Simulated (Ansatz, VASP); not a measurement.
# Gd: VASP beside Ansatz

```
Gd
1.0
    -2.02500    2.02500    2.02500
     2.02500   -2.02500    2.02500
     2.02500    2.02500   -2.02500
Gd
1
Direct
  0.00000 0.00000 0.00000
```

Alike in both runs: task single point; functional PBE; k mesh 9 × 9 × 9; occupations fermi-dirac, width 0.1 eV; non-collinear spin, spin-orbit coupling.

```csv
,VASP,Ansatz
version,VASP 6.6.1,Ansatz 0.2.0
potentials or method,"VASP PAW PBE potentials, release 64 (Gd), cutoff 520 eV",all-electron LAPW
```

Ansatz gave:

- net moment per atom (μB): 7.52

Problem. Which values does VASP return?

Solution. net moment per atom (μB): 7.51.

Ansatz ran all-electron here, and VASP with PAW potentials. Ansatz's warnings: stability check not made.
